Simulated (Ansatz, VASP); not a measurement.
# AlPt in VASP and in Ansatz

```xyz
8
Lattice="4.8789 0.0000 0.0000 0.0000 4.8789 0.0000 0.0000 0.0000 4.8789" Properties=species:S:1:pos:R:3 pbc="T T T"
Al    4.1180    4.1180    4.1180
Al    3.2004    0.7610    1.6785
Al    1.6785    3.2004    0.7610
Al    0.7610    1.6785    3.2004
Pt    0.7565    0.7565    0.7565
Pt    1.6829    4.1224    3.1960
Pt    3.1960    1.6829    4.1224
Pt    4.1224    3.1960    1.6829
```

Alike in both runs: task relaxation of cell and atoms; functional PBEsol; k mesh 8 × 8 × 8; occupations gaussian, width 0.1 eV; no spin polarisation.

|  | VASP | Ansatz |
| --- | --- | --- |
| version | VASP 6.6.1 | Ansatz 0.2.0 |
| potentials or method | VASP PAW PBE potentials, release 64 (Al, Pt), cutoff 600 eV | scalar-relativistic, plane waves, PAW |
| valence electrons in the cell | 52 | 84 |

VASP gave:

- gap on the k mesh at the Fermi level, each at its own relaxed structure (eV): none
- relaxed volume (Å³/atom): 14.42
- relaxed cell length with the largest relative difference (Å): 4.868

Question: Estimate Ansatz's values.

Answer: gap on the k mesh at the Fermi level, each at its own relaxed structure (eV): none; relaxed volume (Å³/atom): 14.42; relaxed cell length with the largest relative difference (Å): 4.869.

VASP's potentials were made for PBE, not for PBEsol. A gap of «none» marks a metal or a gap that the smearing closes. VASP's potentials hold 52 valence electrons a cell and Ansatz's 84, so a difference there can come from the potentials and not from the codes.

Neither program's run includes spin-orbit coupling.
